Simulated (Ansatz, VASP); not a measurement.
## V in VASP and in Ansatz

```
V
1.0
     0.00000    1.90037    1.90037
     1.90037    0.00000    1.90037
     1.90037    1.90037    0.00000
V
1
Cartesian
  0.0000 0.0000 0.0000
```

Alike in both runs: task single point; functional r2SCAN; k mesh 18 × 18 × 18; occupations gaussian, width 0.05 eV; no spin polarisation.

|  | VASP | Ansatz |
| --- | --- | --- |
| version | VASP 6.6.1 | Ansatz 0.2.0 |
| potentials or method | VASP PAW PBE potentials, release 64 (V_sv), cutoff 520 eV | scalar-relativistic, plane waves, PAW |
| valence electrons in the cell | 13 | 13 |

|  | VASP | Ansatz | Ansatz less VASP |
| --- | --- | --- | --- |
| pressure (GPa) | 0.6 | 0.0 | -0.57 |

VASP's potentials were made for PBE, not for r2SCAN.
